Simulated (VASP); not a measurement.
A run of VASP 6.6.1 is set up as follows.

Contents of INCAR:

```
SYSTEM = Zn
PREC     = Accurate       ! precision mode
ENCUT    = 520            ! plane-wave cutoff, eV
EDIFF    = 1E-6           ! SCF threshold, eV
ISMEAR   = 0              ! smearing method
SIGMA    = 0.1            ! smearing width, eV
LREAL    = .False.        ! projectors in reciprocal space
LASPH    = .True.         ! aspherical terms in the spheres
NELM     = 80             ! most SCF steps
ALGO     = Fast           ! electronic algorithm
ISIF     = 2              ! what is computed and relaxed
LWAVE    = .False.        ! write WAVECAR
LCHARG   = .True.         ! write CHGCAR
GGA      = PS             ! functional
LELF     = .True.         ! ELF
LVHAR    = .True.       
NBANDS   = 19             ! bands
```

File KPOINTS:

```
regular mesh
0
Gamma
  24 24 12
  0 0 0
```

The input POSCAR:

```
Zn
1.0
    2.5922703582      0.0000000000      0.0000000000
   -1.2961351791      2.2449719837      0.0000000000
    0.0000000000      0.0000000000      4.9436666330
Zn
2
Direct
    0.3333333345      0.6666666655      0.2500000000
    0.6666666655      0.3333333345      0.7500000000
```

Potentials or basis: VASP PAW PBE potentials, release 64 (Zn).

The run is started by

```sh
$ cat potpaw_PBE.64/Zn/POTCAR > POTCAR
$ mpirun -np 1 vasp_std > vasp.out
```

Q: Predict the band gap on the k mesh.

A: Zero (bands 12 and 13 overlap by 4.84 eV).

Q: Estimate the pressure.

A: 0.4 GPa.

Stress tensor (GPa, compression positive):
```
 0.97  0.00  0.00
 0.00  0.97  0.00
 0.00  0.00 -0.81
```

Caveat: the cell differs from its parent crystal (uniaxial strain along c: +1.0 %, then relaxed in part); the PAW data sets were made with another functional, which shifts forces and pressure a little.
